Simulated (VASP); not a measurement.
# ScF (P6/mmm) in VASP: further runs

The runs below take ScF through single point, with PBE.

Program: VASP 6.6.1. These are calculated values, not measurements. Logs are shortened: lines on timing, memory, paths and dates and some standing lists are left out, and cuts for length are marked.

## 1. The cell of the first run

The structure is hexagonal, space group P6/mmm (No. 191). Conventional cell: a = 3.379 Å, b = 3.379 Å, c = 4.054 Å, α = 90.00°, β = 90.00°, γ = 120.00°. Within 2.7 Å of Sc (site symmetry 6/mmm) lie 2 F at 2.03 Å. F (site symmetry 6/mmm) has 2 Sc at 2.03 Å within 2.7 Å.

The cell was built from a structure type or drawn by symmetry, and may not be a known phase.

## 2. Single point, PBE

INCAR

```
SYSTEM = ScF
PREC = Accurate ; ENCUT = 600
EDIFF = 1E-6 ; ISMEAR = 0
SIGMA = 0.2 ; LREAL = .FALSE.
LASPH = .TRUE. ; NELM = 120
ALGO = Normal ; ISIF = 2
LWAVE = .FALSE. ; LCHARG = .FALSE.
GGA = PE ; NBANDS = 16
GGA_COMPAT = .FALSE.
```

KPOINTS

```
Automatic mesh
0
G
  7 7 5
  0 0 0
```

POSCAR

```
ScF
1.0
    3.3793426033      0.0000000031      0.0000000000
   -1.6896713043      2.9265965409      0.0000000000
    0.0000000000      0.0000000000      4.0539929811
Sc F
1 1
Direct
    0.0000000000      0.0000000000      0.8852746860
    0.0000000000      0.0000000000      0.3852837240
```

Potentials or basis: VASP PAW PBE potentials, release 64 (Sc_sv, F).

Command:

```bash
$ cat potpaw_PBE.64/Sc_sv/POTCAR potpaw_PBE.64/F/POTCAR > POTCAR
$ mpirun -np 1 vasp_std > vasp.out
```

OUTCAR:

```text
SYSTEM = ScF
   PREC = Accurate
   ENCUT = 600
   EDIFF = 1E-6
   ISMEAR = 0
   LREAL = .FALSE.
   LASPH = .TRUE.
   NELM = 120
   ISIF = 2
   GGA = PE

 ion  position               nearest neighbor table
   1  0.000  0.000  0.885-   2 2.03   2 2.03
   2  0.000  0.000  0.385-   1 2.03   1 2.03

  LATTYP: Found a hexagonal cell.
 ALAT       =     3.3793426033
 C/A-ratio  =     1.1996395326

  Lattice vectors:

 A1 = (   3.3793426033,   0.0000000031,   0.0000000000)
 A2 = (  -1.6896713043,   2.9265965409,   0.0000000000)
 A3 = (   0.0000000000,   0.0000000000,   4.0539929811)

Analysis of symmetry for initial positions (statically):
=====================================================================
 Subroutine PRICEL returns:
 Original cell was already a primitive cell.

 Routine SETGRP: Setting up the symmetry group for a
 hexagonal supercell.

 Subroutine GETGRP returns: Found 12 space group operations
 (whereof 12 operations were pure point group operations)
 out of a pool of 24 trial point group operations.

The static configuration has the point symmetry C_6v.

Analysis of symmetry for dynamics (positions and initial velocities):
=====================================================================
 Subroutine PRICEL returns:
 Original cell was already a primitive cell.

 Routine SETGRP: Setting up the symmetry group for a
 hexagonal supercell.

 Subroutine GETGRP returns: Found 12 space group operations
 (whereof 12 operations were pure point group operations)
 out of a pool of 24 trial point group operations.

The dynamic configuration has the point symmetry C_6v.

 Subroutine INISYM returns: Found 12 space group operations
 (whereof 12 operations are pure point group operations),
 and found     1 'primitive' translations

----------------------------------------------------------------------------------------

                                     Primitive cell

  volume of cell :      40.0939

  direct lattice vectors                    reciprocal lattice vectors
     3.379342603  0.000000003  0.000000000     0.295915542  0.170846918  0.000000000
    -1.689671304  2.926596541  0.000000000    -0.000000000  0.341693836  0.000000000
     0.000000000  0.000000000  4.053992981     0.000000000  0.000000000  0.246670383

  length of vectors
     3.379342603  3.379342603  4.053992981     0.341693836  0.341693836  0.246670383

[... 71 lines left out ...]
   ISTART =      0    job   : 0-new  1-cont  2-samecut
   ICHARG =      2    charge: 1-file 2-atom 10-const
   ISPIN  =      1    spin polarized calculation?
   LNONCOLLINEAR =      F non collinear calculations
   LSORBIT =      F    spin-orbit coupling
   LASPH  =      T    aspherical Exc in radial PAW
   ENCUT  =  600.0 eV  44.10 Ry    6.64 a.u.   6.75  6.75  8.10*2*pi/ulx,y,z
   NELM   =    120;   NELMIN=  2; NELMDL= -5     # of ELM steps
   EDIFF  = 0.1E-05   stopping-criterion for ELM
   LREAL  =      F    real-space projection
[... 7 lines left out ...]
   TEBEG  =    0.0;   TEEND  =   0.0 temperature during run
   PSTRESS=    0.0 pullay stress
   NELECT =      18.0000    total number of electrons
   NUPDOWN=      -1.0000    fix difference up-down
   EMIN   =  10.00;   EMAX   =-10.00  energy-range for DOS
   EFERMI =   0.00;   METHOD = LEGACY
   ISMEAR =     0;   SIGMA  =   0.20  broadening in eV -4-tet -1-fermi 0-gaus
   EFERMI_NEDOS =   21; number of points for ismear=-14 and -15
   IALGO  =     38    algorithm
   IMIX   =      4    mixing-type and parameters
     AMIX     =   0.40;   BMIX     =  1.00
     AMIX_MAG =   1.60;   BMIX_MAG =  1.00
  volume/ion in A,a.u.               =      20.05       135.28
  Fermi-wavevector in a.u.,A,eV,Ry     =   1.253544  2.368855 21.379828  1.571373
  Thomas-Fermi vector in A             =   2.387392
   LORBIT       =      0    0 simple, 1 ext, 2 COOP (PROOUT), +10 PAW based schemes
   GGA     = PE    functional components
   LHFCALC =     F    Hartree Fock is set to
   AEXX    =    0.0000 exact exchange contribution
   IVDW    =     0    specifies the selected vdW correction
   LEPSILON=     F    determine dielectric tensor
   LRPA    =     F    only Hartree local field effects (RPA)
 non-spin polarized calculation
 Gauss-broadening in eV      SIGMA  =   0.20
  energy-cutoff  :      600.00
  volume of cell :       40.09
 maximum number of plane-waves:      1349
 NGX is ok and might be reduce to    28
   NGX = 13   NGY = 13   NGZ = 17

 number of electron      17.9999990 magnetization

 Free energy of the ion-electron system (eV)
  ---------------------------------------------------
  ext. energy  EPLUGINS =         0.00000000
  ---------------------------------------------------
  free energy    TOTEN  =       -12.63257167 eV

  energy without entropy =      -12.60207995  energy(sigma->0) =      -12.61732581

 E-fermi :   3.0023     XC(G=0):  -8.9138

 val. band max:        2.9652335314   @ k =   0.2857   0.2857   0.4000
 cond. band min:       3.1107321169   @ k =   0.2857   0.2857   0.2000
 fundamental gap:      0.1454985855
 Fermi energy:         3.0022936174

 k-point     1 :       0.0000    0.0000    0.0000
  band No.  band energies     occupation
      1     -47.4616      2.00000
      2     -26.2784      2.00000
      3     -25.9199      2.00000
      4     -25.9199      2.00000
      5     -22.6593      2.00000
      6      -4.0742      2.00000
[... 433 lines left out ...]
      3     -26.0824      2.00000
      4     -26.0292      2.00000
      5     -21.7239      2.00000
      6      -5.3659      2.00000
[... 8 lines left out ...]
     15       9.7972      0.00000
     16      11.0422      0.00000

------------------------ aborting loop because EDIFF is reached ----------------------------------------

  FORCE on cell =-STRESS in cart. coord.  units (eV):
  Direction    XX          YY          ZZ          XY          YZ          ZX
  --------------------------------------------------------------------------------------
  -------------------------------------------------------------------------------------
  Total       -0.0760641     -0.0760641      0.1349526     -0.0000000     -0.0000000     -0.0000000
  in kB       -3.0395701     -3.0395701      5.3927919     -0.0000000     -0.0000000     -0.0000000
  external PRESSURE =      -0.2287828 kB  Pullay stress =       0.0000000 kB

 VOLUME and BASIS-vectors are now :
 -----------------------------------------------------------------------------
  energy-cutoff  :      600.00
  volume of cell :       40.09
      direct lattice vectors                 reciprocal lattice vectors
     3.379342603  0.000000003  0.000000000     0.295915542  0.170846918  0.000000000
    -1.689671304  2.926596541  0.000000000    -0.000000000  0.341693836  0.000000000
     0.000000000  0.000000000  4.053992981     0.000000000  0.000000000  0.246670383

 POSITION                                       TOTAL-FORCE (eV/Angst)
 -----------------------------------------------------------------------------------
      0.00000      0.00000      3.58890        -0.000000     -0.000000      0.000253
      0.00000      0.00000      1.56194         0.000000      0.000000     -0.000253
 -----------------------------------------------------------------------------------
    total drift:                               -0.000000     -0.000000      0.000863

  FREE ENERGIE OF THE ION-ELECTRON SYSTEM (eV)
  ---------------------------------------------------
  free  energy   TOTEN  =       -12.6325716670 eV

  energy  without entropy=      -12.6020799450  energy(sigma->0) =      -12.61732581
```

OSZICAR:

```text
N       E                     dE             d eps       ncg     rms          rms(c)
DAV:   1     0.191861045443E+03    0.19186E+03   -0.93894E+03   776   0.125E+03
DAV:   2     0.188619756154E+01   -0.18997E+03   -0.18035E+03   832   0.370E+02
DAV:   3    -0.137845034427E+02   -0.15671E+02   -0.15406E+02  1008   0.113E+02
DAV:   4    -0.142750223593E+02   -0.49052E+00   -0.49032E+00   936   0.204E+01
DAV:   5    -0.142916652741E+02   -0.16643E-01   -0.16643E-01  1112   0.352E+00    0.900E+00
DAV:   6    -0.126551376981E+02    0.16365E+01   -0.59921E+00  1152   0.293E+01    0.352E+00
DAV:   7    -0.126330821271E+02    0.22056E-01   -0.27296E-01   936   0.441E+00    0.194E+00
DAV:   8    -0.126325160454E+02    0.56608E-03   -0.74419E-02  1112   0.263E+00    0.359E-01
DAV:   9    -0.126334010640E+02   -0.88502E-03   -0.24414E-02   976   0.145E+00    0.317E-01
DAV:  10    -0.126329967535E+02    0.40431E-03   -0.10912E-02  1096   0.917E-01    0.175E-01
DAV:  11    -0.126325865265E+02    0.41023E-03   -0.12582E-03   880   0.263E-01    0.413E-02
DAV:  12    -0.126325709914E+02    0.15535E-04   -0.11663E-04  1176   0.109E-01    0.951E-03
DAV:  13    -0.126325716670E+02   -0.67566E-06   -0.42950E-06   976   0.260E-02
   1 F= -.12632572E+02 E0= -.12617326E+02  d E =-.304917E-01
```

It took 23 s on 1 thread of Intel Xeon Platinum 8488C (Sapphire Rapids), shared host; peak memory 0.17 GiB.

What came out:

```yaml
Free_energy: -12.6326 eV
Pressure: 0.0 GPa
Band_gap_on_the_k_mesh: 0.15 eV (least direct gap 0.19 eV)
```

Levels at points of the mesh, in eV from the valence-band top:
```tsv
k point	band 5	band 6	band 7	band 8	band 9	band 10	band 11	band 12	band 13	band 14
(0.00, 0.00, 0.00)	-25.62	-7.04	-6.26	-6.26	-3.48	0.97	0.97	2.11	2.11	2.91
```

Caveat: an odd mesh through Γ misses points on the zone boundary, where band edges can lie.

## 3. Single point, PBE

This run uses another cell than the first one, of 19.73 Å³/atom.

INCAR

```
PREC     = Accurate       # precision mode
ENCUT    = 600            # plane-wave cutoff, eV
EDIFF    = 1E-6           # SCF threshold, eV
ISMEAR   = 0              # smearing method
SIGMA    = 0.2            # smearing width, eV
LREAL    = F              # projectors in reciprocal space
LASPH    = T              # aspherical terms in the spheres
NELM     = 120            # most SCF steps
ALGO     = Normal         # electronic algorithm
ISIF     = 2              # what is computed and relaxed
LWAVE    = F              # write WAVECAR
LCHARG   = F              # write CHGCAR
GGA      = PE             # functional
NBANDS   = 16             # bands
GGA_COMPAT= F
```

KPOINTS

```
Automatic mesh
0
Gamma
  6 6 6
```

POSCAR

```
ScF
1.0
    3.3544394407      0.0000000000      0.0000000000
   -1.6772197203      2.9050297711      0.0000000000
    0.0000000000      0.0000000000      4.0487887813
Sc F
1 1
Direct
    0.0000000000      0.0000000000      0.0000000000
    0.0000000000      0.0000000000      0.5000000000
```

Potentials or basis: VASP PAW PBE potentials, release 64 (Sc_sv, F).

Command:

```bash
$ cat potpaw_PBE.64/Sc_sv/POTCAR potpaw_PBE.64/F/POTCAR > POTCAR
$ mpirun -np 1 vasp_std > vasp.out
```

It took 25 s on 1 thread of Intel Xeon Platinum 8488C (Sapphire Rapids), shared host; peak memory 0.17 GiB.

Results (log left out):

* Free energy: -12.6607 eV
* Pressure: 0.3 GPa
* Band gap on the k mesh: zero (bands 9 and 10 overlap by 0.04 eV)

Stress tensor (GPa, compression positive):
```
-0.12  0.00  0.00
 0.00 -0.12  0.00
 0.00  0.00  1.15
```

Levels at points of the mesh, in eV from the Fermi level:
| k point | band 7 | band 8 | band 9 | band 10 | band 11 | band 12 |
| --- | --- | --- | --- | --- | --- | --- |
| (0.00, 0.00, 0.00) | -6.34 | -6.34 | -3.59 | 0.94 | 0.94 | 2.10 |
| (0.50, 0.00, 0.00) | -6.99 | -6.51 | -1.27 | 0.40 | 1.63 | 1.79 |
| (0.00, 0.00, 0.50) | -6.57 | -6.57 | -2.98 | 1.00 | 1.00 | 1.95 |
| (0.50, 0.00, 0.50) | -7.57 | -6.76 | -1.02 | 1.41 | 1.54 | 2.55 |

Caveat: the k points lie up to 0.36 Å⁻¹ apart.
